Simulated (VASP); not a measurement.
Set up this calculation in VASP 6.6.1, as the native input.

| Item | Value |
| --- | --- |
| Task | single point |
| Functional | PBEsol |
| Potentials or basis | VASP PAW PBE potentials, release 64 (W_sv, S) |
| Cutoff | 520 eV |
| k mesh | 12 × 12 × 2 |
| Occupations | gaussian, width 0.05 eV |
| Spin | no spin polarisation |
| Dipole correction | no |
| Further INCAR settings | ALGO = Normal; EDIFF = 1e-06; NBANDS = 20 |

The structure of WS2 lies in POSCAR:

```
WS2
1.0
    2.9884874136      0.0000000000      0.0000000000
   -1.4942437068      2.5881060190      0.0000000000
    0.0000000000      0.0000000000     17.8010921388
W S
1 2
Direct
    0.3333333333      0.6666666667      0.0000000000
    0.6666666667      0.3333333333      0.9075761491
    0.6666666667      0.3333333333      0.0924238509
```

This cell differs from its parent crystal: strain -0.050 along x and y, +0.050 along z.

The input as run:

INCAR

```
  PREC = Accurate
  ENCUT = 520
  EDIFF = 1E-6
  ISMEAR = 0
  SIGMA = 0.05
  LREAL = False
  LASPH = True
  NELM = 80
  ALGO = Normal
  ISIF = 2
  LWAVE = False
  LCHARG = False
  GGA = PS
  NBANDS = 20
```

KPOINTS

```
regular mesh
0
Gamma
  12 12 2
```

Potentials or basis: VASP PAW PBE potentials, release 64 (W_sv, S).

Launch:

```sh
$ cat potpaw_PBE.64/W_sv/POTCAR potpaw_PBE.64/S/POTCAR > POTCAR
$ mpirun -np 1 vasp_std > vasp.out
```

Results of the run:

```json
{
 "Largest force": "0.340 eV/Å",
 "Band gap on the k mesh": "1.61 eV, indirect (least direct gap 2.46 eV)"
}
```

Caveat: the cell differs from its parent crystal (strain -0.050 along x and y, +0.050 along z); the PAW data sets were made with another functional, which shifts forces and pressure a little; spin-orbit coupling is left out, which moves the levels of the heavy elements.

Run time: 61 s on 1 thread of Intel(R) Xeon(R) 6975P-C (Granite Rapids), on a shared host, peak memory 0.31 GiB.
